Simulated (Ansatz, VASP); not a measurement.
## Two plane-wave programs on AlN

```
Al N
1.0
     0.00000    1.65717    1.65717
     1.65717    0.00000    1.65717
     1.65717    1.65717    0.00000
Al N
1 1
Direct
  0.00000 0.00000 0.00000
  0.50000 0.50000 0.50000
```

Change from the starting cell: volume scaled by 0.55, PAW files.

Alike in both runs: task single point; functional PBEsol; k mesh 17 × 17 × 17; occupations fermi-dirac, width 0.1 eV; no spin polarisation.

|  | VASP | Ansatz |
| --- | --- | --- |
| version | VASP 6.6.1 | Ansatz 0.2.0 |
| potentials or method | VASP PAW PBE potentials, release 64 (Al, N) | PAW with Ansatz's default frozen-core files, scalar-relativistic |
| plane-wave cutoff (eV) | 520 | 420 |
| valence electrons in the cell | 8 | 8 |

Ansatz gave:

| Quantity | Value |
| --- | --- |
| pressure (GPa) | 489.8 |

Question: What did VASP give for the same quantities?

Answer: Pressure (GPa): 503.7.

VASP's potentials were made for PBE, not for PBEsol. Both programs put the cell under a high pressure, so it lies far from rest at this level.

Noted on VASP's run: the cell as given lies far from equilibrium.
